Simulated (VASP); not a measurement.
Set up this calculation in VASP 6.6.1, as the native input.

- Task: single point
- Functional: PBEsol
- Potentials or basis: VASP PAW PBE potentials, release 64 (Pb_d)
- Cutoff: 520 eV
- k mesh: 7 × 7 × 7
- Occupations: fermi-dirac, width 0.05 eV
- Spin: no spin polarisation
- Dipole correction: no
- Further INCAR settings: ALGO = Normal; EDIFF = 1e-07; NBANDS = 21

The structure of Pb lies in POSCAR:

```
Pb
1.0
    0.0000000000      3.3902377779      3.3902377779
    3.3902377779      0.0000000000      3.3902377779
    3.3902377779      3.3902377779      0.0000000000
Pb
2
Direct
    0.2500000000      0.2500000000      0.2500000000
    0.0000000000      0.0000000000      0.0000000000
```

These files were run (other wordings do the same):

INCAR

```
SYSTEM = Pb
  PREC = Accurate
  ENCUT = 520
  EDIFF = 1E-7
  ISMEAR = -1
  SIGMA = 0.05
  LREAL = .False.
  LASPH = .True.
  NELM = 80
  ALGO = Normal
  ISIF = 2
  LWAVE = .False.
  LCHARG = .False.
  GGA = PS
  NBANDS = 21
```

KPOINTS

```
regular mesh
0
Gamma
  7 7 7
  0 0 0
```

Potentials or basis: VASP PAW PBE potentials, release 64 (Pb_d).

Launch:

```bash
$ cat potpaw_PBE.64/Pb_d/POTCAR > POTCAR
$ mpirun -np 1 vasp_std > vasp.out
```

It gave:

| Item | Value |
| --- | --- |
| Pressure | 1.9 GPa |
| Band gap on the k mesh | zero (band 14 reaches 4.99 eV, above the bottom of band 15 at 3.80 eV) |

Caveat: the PAW data sets were made with another functional, which shifts forces and pressure a little; spin-orbit coupling is left out, which moves the levels of the heavy elements.

It took 12 s on 1 thread of Intel(R) Xeon(R) 6975P-C (Granite Rapids), on a shared host, peak memory 0.2 GiB.
